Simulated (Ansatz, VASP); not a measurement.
# One calculation of TiSi2, two programs

```
CELL_PARAMETERS angstrom
4.31552 0.00000 0.00000
-2.15776 3.73735 0.00000
0.00000 0.00000 2.52640
ATOMIC_POSITIONS crystal
Ti 0.00000 0.00000 0.00000
Si 0.33333 0.66667 0.50000
Si 0.66667 0.33333 0.50000
```

Change from the starting cell: volume scaled by 0.96.

Alike in both runs: task single point; functional PBE; k mesh 7 × 7 × 10; occupations fermi-dirac, width 0.05 eV; no spin polarisation.

```csv
,VASP,Ansatz
version,VASP 6.6.1,Ansatz 0.2.0
potentials or method,"VASP PAW PBE potentials, release 64 (Ti_sv, Si), cutoff 520 eV","all-electron LAPW, scalar-relativistic"
```

```csv
,VASP,Ansatz,Ansatz less VASP
gap on the k mesh at the Fermi level (eV),none,none,-
pressure (GPa),5.7,5.8,+0.10
"traceless stress, the component that is largest in VASP (GPa)",-0.10,-0.11,-0.014
```

A gap of «none» marks a metal or a gap that the smearing closes. Ansatz ran all-electron here, and VASP with PAW potentials.
